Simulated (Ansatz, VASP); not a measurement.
# Two plane-wave programs on V

Contents of INCAR:

```
PREC     = Accurate       # precision mode
ENCUT    = 600            # plane-wave cutoff, eV
EDIFF    = 1E-6           # SCF threshold, eV
ISMEAR   = 0              # smearing method
SIGMA    = 0.1            # smearing width, eV
LREAL    = F              # projectors in reciprocal space
LASPH    = T              # aspherical terms in the spheres
NELM     = 80             # most SCF steps
ALGO     = Fast           # electronic algorithm
ISIF     = 3              # what is computed and relaxed
LWAVE    = F              # write WAVECAR
LCHARG   = F              # write CHGCAR
GGA      = PE             # functional
IBRION   = 2              # ionic algorithm
NSW      = 100            # ionic steps
EDIFFG   = -0.005         # ionic threshold
```

Contents of KPOINTS:

```
regular mesh
0
Gamma
  20 20 20
```

The input POSCAR:

```
V
1.0
   -1.4911995900      1.4911995900      1.4911995900
    1.4911995900     -1.4911995900      1.4911995900
    1.4911995900      1.4911995900     -1.4911995900
V
1
Direct
    0.0000000000      0.0000000000      0.0000000000
```

Input for Ansatz:

```yaml
crystal:
  lattice:
    - [-1.49119959, 1.49119959, 1.49119959]
    - [1.49119959, -1.49119959, 1.49119959]
    - [1.49119959, 1.49119959, -1.49119959]
  atoms:
    - { symbol: V, position: [0.0, 0.0, 0.0] }
basis:
  ecutwfc: 420
kpoints:
  mp_grid: { grid: [20, 20, 20] }
hamiltonian:
  xc: pbe
scf:
  occupations: { method: gaussian, width: 0.1 }
output:
  forces: true
  stress: true
  eigenvalues: true
relax:
  adjacent_minimum: "off"
  f_tol: 0.005
  max_steps: 80
  cell: { stress_tol: 0.05 }
```

Alike in both runs: task relaxation of cell and atoms; functional PBE; k mesh 20 × 20 × 20; occupations gaussian, width 0.1 eV; no spin polarisation.

|  | VASP | Ansatz |
| --- | --- | --- |
| version | VASP 6.6.1 | Ansatz 0.2.0 |
| potentials or method | VASP PAW PBE potentials, release 64 (V_sv), cutoff 600 eV | scalar-relativistic, plane waves, PAW |
| valence electrons in the cell | 13 | 13 |

```tsv
	VASP	Ansatz	Ansatz less VASP
gap on the k mesh at the Fermi level, each at its own relaxed structure (eV)	none	none	-
relaxed volume (Å³/atom)	13.48	13.46	-0.016
relaxed cell length with the largest relative difference (Å)	2.597	2.595	-0.0011
```

A gap of «none» marks a metal or a gap that the smearing closes.
